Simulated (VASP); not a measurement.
# NbN in VASP: single point with PBE

Aim: the single point of NbN with PBE.

Program: VASP 6.6.1. These are calculated values, not measurements. Logs are shortened: lines on timing, memory, paths and dates and some standing lists are left out, and cuts for length are marked.

### Step 1. The cell of the first run

The cell holds a slab with vacuum, 24 atoms: a = 6.253 Å, b = 6.253 Å, c = 26.520 Å, α = 90.00°, β = 90.00°, γ = 120.00°.

### Step 2. Single point, PBE

Contents of INCAR:

```
SYSTEM = NbN
PREC = Accurate ; ENCUT = 520
EDIFF = 1E-6 ; ISMEAR = 0
SIGMA = 0.1 ; LREAL = Auto
LASPH = .TRUE. ; NELM = 80
ALGO = Normal ; ISIF = 2
LWAVE = .FALSE. ; LCHARG = .FALSE.
LDIPOL = .TRUE. ; IDIPOL = 3
DIPOL = 0.5 0.5 0.421 ; GGA = PE
NBANDS = 126 ; LUSENCCL = .FALSE.
```

Contents of KPOINTS:

```
Automatic mesh
0
G
  4 4 1
  0 0 0
```

Contents of POSCAR:

```
NbN
1.0
    6.2530061697      0.0000000000      0.0000000000
   -3.1265030849      5.4152621930      0.0000000000
    0.0000000000      0.0000000000     26.5203476976
Nb N
12 12
Direct
    0.1666666667      0.3333333333      0.3016551703
    0.1666666667      0.8333333333      0.3016551703
    0.6666666667      0.3333333333      0.3016551703
    0.6666666667      0.8333333333      0.3016551703
    0.5000000000      0.5000000000      0.3979125462
    0.5000000000      0.0000000000      0.3979125462
    0.0000000000      0.5000000000      0.3979125462
    0.0000000000      0.0000000000      0.3979125462
    0.8512115588      0.6957688739      0.5013871746
    0.8405936927      0.1806182878      0.4858873817
    0.3460818597      0.6957472542      0.5015744412
    0.3496465195      0.1977814708      0.5056348591
    0.3333333333      0.1666666667      0.3497838582
    0.3333333333      0.6666666667      0.3497838582
    0.8333333333      0.1666666667      0.3497838582
    0.8333333333      0.6666666667      0.3497838582
    0.6547886897      0.3420122381      0.4447476081
    0.6598978453      0.8200078219      0.4448913922
    0.1876020984      0.3420142105      0.4447625671
    0.1684923715      0.8367812236      0.4453920876
    0.0088959216      0.5169334626      0.5297858934
    0.0139103026      0.0153639962      0.5328455932
    0.5106601574      0.5206054162      0.5352703914
    0.5024211798      0.0155252996      0.5329595760
```

Potentials or basis: VASP PAW PBE potentials, release 64 (Nb_sv, N).

On the command line:

```console
$ cat potpaw_PBE.64/Nb_sv/POTCAR potpaw_PBE.64/N/POTCAR > POTCAR
$ mpirun -np 1 vasp_std > vasp.out
```

OUTCAR:

```text
SYSTEM = NbN
   PREC = Accurate
   ENCUT = 520
   EDIFF = 1E-6
   ISMEAR = 0
   LREAL = Auto
   LASPH = .TRUE.
   NELM = 80
   ISIF = 2
   GGA = PE

 ion  position               nearest neighbor table
   1  0.167  0.333  0.302-  13 2.21  15 2.21  14 2.21
   2  0.167  0.833  0.302-  14 2.21  16 2.21  13 2.21
   3  0.667  0.333  0.302-  15 2.21  13 2.21  16 2.21
   4  0.667  0.833  0.302-  16 2.21  14 2.21  15 2.21
   5  0.500  0.500  0.398-  19 2.10  17 2.10  18 2.13  16 2.21  13 2.21  14 2.21
   6  0.500  0.000  0.398-  20 2.19  15 2.21  14 2.21  13 2.21  18 2.22  17 2.23  10 2.97
   7  0.000  0.500  0.398-  14 2.21  15 2.21  16 2.21  20 2.22  17 2.25  19 2.25  10 2.90
   8  0.000  0.000  0.398-  20 2.19  13 2.21  16 2.21  15 2.21  18 2.22  19 2.23  10 2.97
   9  0.851  0.696  0.501-  22 1.92  21 1.97  23 2.05  20 2.27  18 2.28
  10  0.841  0.181  0.486-  21 2.16  19 2.17  17 2.18  24 2.22  22 2.22  18 2.24   7 2.90   8 2.97
                             6 2.97
  11  0.346  0.696  0.502-  24 1.92  21 1.97  23 2.05  18 2.28  20 2.28
  12  0.350  0.198  0.506-  23 1.92  24 1.96  22 1.96  17 2.31  19 2.32
  13  0.333  0.167  0.350-   1 2.21   3 2.21   2 2.21   8 2.21   5 2.21   6 2.21
  14  0.333  0.667  0.350-   2 2.21   4 2.21   1 2.21   7 2.21   6 2.21   5 2.21
  15  0.833  0.167  0.350-   3 2.21   1 2.21   4 2.21   6 2.21   7 2.21   8 2.21
  16  0.833  0.667  0.350-   4 2.21   2 2.21   3 2.21   5 2.21   8 2.21   7 2.21
  17  0.655  0.342  0.445-   5 2.10  10 2.18   6 2.23   7 2.25  12 2.31
  18  0.660  0.820  0.445-   5 2.13   6 2.22   8 2.22  10 2.24  11 2.28   9 2.28
  19  0.188  0.342  0.445-   5 2.10  10 2.17   8 2.23   7 2.25  12 2.32
  20  0.168  0.837  0.445-   6 2.19   8 2.19   7 2.22   9 2.27  11 2.28
  21  0.009  0.517  0.530-   9 1.97  11 1.97  10 2.16
  22  0.014  0.015  0.533-   9 1.92  12 1.96  10 2.22
  23  0.511  0.521  0.535-  12 1.92  11 2.05   9 2.05
  24  0.502  0.016  0.533-  11 1.92  12 1.96  10 2.22

  LATTYP: Found a hexagonal cell.
 ALAT       =     6.2530061697
 C/A-ratio  =     4.2412156614

  Lattice vectors:

 A1 = (   6.2530061697,   0.0000000000,   0.0000000000)
 A2 = (  -3.1265030849,   5.4152621930,   0.0000000000)
 A3 = (   0.0000000000,   0.0000000000,  26.5203476976)

Analysis of symmetry for initial positions (statically):
=====================================================================
 Subroutine PRICEL returns:
 Original cell was already a primitive cell.

 Routine SETGRP: Setting up the symmetry group for a
 hexagonal supercell.

 Subroutine GETGRP returns: Found  1 space group operations
 (whereof  1 operations were pure point group operations)
 out of a pool of 24 trial point group operations.

The static configuration has the point symmetry C_1 .

Analysis of symmetry for dynamics (positions and initial velocities):
=====================================================================
 Subroutine PRICEL returns:
 Original cell was already a primitive cell.

 Routine SETGRP: Setting up the symmetry group for a
 hexagonal supercell.

 Subroutine GETGRP returns: Found  1 space group operations
 (whereof  1 operations were pure point group operations)
 out of a pool of 24 trial point group operations.

The dynamic configuration has the point symmetry C_1 .

 Subroutine INISYM returns: Found  1 space group operations
 (whereof  1 operations are pure point group operations),
 and found     1 'primitive' translations

----------------------------------------------------------------------------------------

                                     Primitive cell

  volume of cell :     898.0232

  direct lattice vectors                    reciprocal lattice vectors
     6.253006170  0.000000000  0.000000000     0.159923079  0.092331633 -0.000000000
    -3.126503085  5.415262193  0.000000000     0.000000000  0.184663265  0.000000000
     0.000000000  0.000000000 26.520347698     0.000000000 -0.000000000  0.037706896

  length of vectors
     6.253006170  6.253006170 26.520347698     0.184663265  0.184663265  0.037706896

  position of ions in fractional coordinates (direct lattice)
     0.166666667  0.333333333  0.301655170
     0.166666667  0.833333333  0.301655170
     0.666666667  0.333333333  0.301655170
     0.666666667  0.833333333  0.301655170
     0.500000000  0.500000000  0.397912546
     0.500000000  0.000000000  0.397912546
[... 16 lines left out ...]
     0.510660157  0.520605416  0.535270391
[... 41 lines left out ...]
     0.000000000  0.046165816  0.000000000     0.000000000  0.250000000  0.000000000
     0.000000000 -0.000000000  0.037706896     0.000000000  0.000000000  1.000000000

  Length of vectors
     0.046165816  0.046165816  0.037706896

  Shift w.r.t. Gamma in fractional coordinates (k-lattice)
     0.000000000  0.000000000  0.000000000

 Subroutine IBZKPT returns following result:
 ===========================================

 Found     10 irreducible k-points:

 Following reciprocal coordinates:
            Coordinates               Weight
  0.000000  0.000000  0.000000      1.000000
  0.250000  0.000000  0.000000      2.000000
  0.000000  0.250000  0.000000      2.000000
 -0.250000  0.250000  0.000000      2.000000
  0.500000  0.000000  0.000000      1.000000
  0.000000  0.500000  0.000000      1.000000
  0.500000  0.500000  0.000000      1.000000
  0.250000  0.250000  0.000000      2.000000
 -0.250000  0.500000  0.000000      2.000000
  0.500000  0.250000  0.000000      2.000000
   k-points           NKPTS =     10   k-points in BZ     NKDIM =     10   number of bands    NBANDS=    126
   number of dos      NEDOS =    301   number of ions     NIONS =     24
   total plane-waves  NPLWV = 460800
   dimension x,y,z NGX =    48 NGY =   48 NGZ =  200
   dimension x,y,z NGXF=    96 NGYF=   96 NGZF=  400
   ions per type =              12  12
   NGX,Y,Z   is equivalent  to a cutoff of  12.76, 12.76, 12.54 a.u.
   NGXF,Y,Z  is equivalent  to a cutoff of  25.52, 25.52, 25.07 a.u.
 SYSTEM =  NbN
   PREC   = accura    normal or accurate (medium, high low for compatibility)
   ISTART =      0    job   : 0-new  1-cont  2-samecut
   ICHARG =      2    charge: 1-file 2-atom 10-const
   ISPIN  =      1    spin polarized calculation?
   LNONCOLLINEAR =      F non collinear calculations
   LSORBIT =      F    spin-orbit coupling
   LASPH  =      T    aspherical Exc in radial PAW
   ENCUT  =  520.0 eV  38.22 Ry    6.18 a.u.  11.63 11.63 49.31*2*pi/ulx,y,z
   NELM   =     80;   NELMIN=  2; NELMDL= -5     # of ELM steps
   EDIFF  = 0.1E-05   stopping-criterion for ELM
   LREAL  =      T    real-space projection
   EDIFFG = 0.1E-04   stopping-criterion for IOM
   NSW    =      0    number of steps for IOM
   IBRION =     -1    ionic relax: 0-MD 1-quasi-New 2-CG
   NFREE  =      0    steps in history (QN), initial steepest desc. (CG)
   ISIF   =      2    stress and relaxation
   ISYM   =      2    0-nonsym 1-usesym 2-fastsym
   POTIM  = 0.5000    time-step for ionic-motion
   TEBEG  =    0.0;   TEEND  =   0.0 temperature during run
   PSTRESS=    0.0 pullay stress
   NELECT =     216.0000    total number of electrons
   NUPDOWN=      -1.0000    fix difference up-down
   EMIN   =  10.00;   EMAX   =-10.00  energy-range for DOS
   EFERMI =   0.00;   METHOD = LEGACY
   ISMEAR =     0;   SIGMA  =   0.10  broadening in eV -4-tet -1-fermi 0-gaus
   EFERMI_NEDOS =   21; number of points for ismear=-14 and -15
   IALGO  =     38    algorithm
   IMIX   =      4    mixing-type and parameters
     AMIX     =   0.40;   BMIX     =  1.00
     AMIX_MAG =   1.60;   BMIX_MAG =  1.00
  volume/ion in A,a.u.               =      37.42       252.51
  Fermi-wavevector in a.u.,A,eV,Ry     =   1.018115  1.923959 14.103234  1.036558
  Thomas-Fermi vector in A             =   2.151554
   LORBIT       =      0    0 simple, 1 ext, 2 COOP (PROOUT), +10 PAW based schemes
   GGA     = PE    functional components
   LHFCALC =     F    Hartree Fock is set to
   AEXX    =    0.0000 exact exchange contribution
   IVDW    =     0    specifies the selected vdW correction
   LEPSILON=     F    determine dielectric tensor
   LRPA    =     F    only Hartree local field effects (RPA)
 non-spin polarized calculation
 Gauss-broadening in eV      SIGMA  =   0.10
  energy-cutoff  :      520.00
  volume of cell :      898.02
 maximum number of plane-waves:     24261
 NGX is ok and might be reduce to    48
   NGX = 23   NGY = 23   NGZ = 99

 dipolmoment           0.000000      0.000000     -0.066304 electrons x Angstroem

 number of electron     215.9999985 magnetization

 dipolmoment           0.000000      0.000000      0.125315 electrons x Angstroem

 Free energy of the ion-electron system (eV)
  ---------------------------------------------------
  ext. energy  EPLUGINS =         0.00000000
  ---------------------------------------------------
  free energy    TOTEN  =      -236.84440745 eV

  energy without entropy =     -236.78574395  energy(sigma->0) =     -236.81507570

 E-fermi :   0.1645     XC(G=0):  -4.6231

 val. band max:        0.1539713656   @ k =   0.0000   0.2500   0.0000
 cond. band min:       0.1893531675   @ k =   0.0000   0.5000   0.0000
 fundamental gap:      0.0353818018
 Fermi energy:         0.1644576524

 k-point     1 :       0.0000    0.0000    0.0000
  band No.  band energies     occupation
      1     -56.3727      2.00000
      2     -56.1636      2.00000
      3     -56.1002      2.00000
      4     -56.0889      2.00000
      5     -56.0804      2.00000
      6     -56.0314      2.00000
[... 1219 lines left out ...]
    119       1.4338      0.00000
    120       1.4869      0.00000
 [bands above 120 left out]

------------------------ aborting loop because EDIFF is reached ----------------------------------------

 vacuum level on the upper side and lower side of the slab       (xc-potential included)         0.172        -0.471

  FORCE on cell =-STRESS in cart. coord.  units (eV):
  Direction    XX          YY          ZZ          XY          YZ          ZX
  --------------------------------------------------------------------------------------
  -------------------------------------------------------------------------------------
  Total       -8.2055823     -6.3690879     -4.8660926     -0.0265890     -0.8057511     -0.0328820
  in kB      -14.6397085    -11.3631900     -8.6816724     -0.0474378     -1.4375532     -0.0586653
  external PRESSURE =     -11.5615236 kB  Pullay stress =       0.0000000 kB

 VOLUME and BASIS-vectors are now :
 -----------------------------------------------------------------------------
  energy-cutoff  :      520.00
  volume of cell :      898.02
      direct lattice vectors                 reciprocal lattice vectors
     6.253006170  0.000000000  0.000000000     0.159923079  0.092331633 -0.000000000
    -3.126503085  5.415262193  0.000000000     0.000000000  0.184663265  0.000000000
     0.000000000  0.000000000 26.520347698     0.000000000 -0.000000000  0.037706896

 POSITION                                       TOTAL-FORCE (eV/Angst)
 -----------------------------------------------------------------------------------
      0.00000      1.80509      8.00000        -0.064813      0.058403      1.092224
     -1.56325      4.51272      8.00000         0.004864      0.151535      0.583187
      3.12650      1.80509      8.00000         0.066480      0.059705      1.091682
      1.56325      4.51272      8.00000         0.001029      0.100188      1.138680
      1.56325      2.70763     10.55278        -0.002442     -0.000957     -0.283817
      3.12650      0.00000     10.55278         0.857356      0.292012      0.321932
[... 16 lines left out ...]
      1.56549      2.81921     14.19556         0.002178     -0.000559     -0.029035
      3.09310      0.08407     14.13427        -0.003621     -0.000841     -0.000139
 -----------------------------------------------------------------------------------
    total drift:                                0.001844     -0.002844      0.008080

  FREE ENERGIE OF THE ION-ELECTRON SYSTEM (eV)
  ---------------------------------------------------
  free  energy   TOTEN  =      -236.8444074478 eV

  energy  without entropy=     -236.7857439477  energy(sigma->0) =     -236.81507570

 vacuum level on the upper side and lower side of the slab         5.574         4.917
```

Run time: 4.5 min. Hardware: 1 × NVIDIA H100 80GB with 1 thread of Intel Xeon Platinum 8481C at 2.70GHz (Sapphire Rapids), shared host; peak memory 2.1 GiB.

Results:

```
Free energy            : -236.8444 eV
Largest force          : 1.464 eV/Å
Band gap on the k mesh : zero (band 108 reaches 0.23 eV, above the bottom of band 109 at 0.13 eV)
```

Forces in eV/Å, atoms in the order of the input:
```
Nb  -0.065  0.058  1.092
Nb   0.005  0.152  0.583
Nb   0.066  0.060  1.092
Nb   0.001  0.100  1.139
Nb  -0.002 -0.001 -0.284
Nb   0.857  0.292  0.322
Nb   0.003 -0.864  0.206
Nb  -0.861  0.291  0.321
Nb   0.012 -0.001  0.013
Nb   0.010 -0.009  0.003
Nb  -0.036 -0.012  0.004
Nb  -0.024 -0.030  0.002
N   -0.001  0.076 -0.930
N    0.083 -0.078 -1.007
N   -0.002 -0.012 -1.464
N   -0.081 -0.079 -1.007
N   -0.015  0.009  0.002
N    0.007 -0.007  0.005
N    0.005  0.015 -0.004
N    0.011  0.003 -0.013
N    0.011  0.023 -0.034
N    0.016  0.016 -0.011
N    0.002 -0.001 -0.029
N   -0.004 -0.001  0.000
```
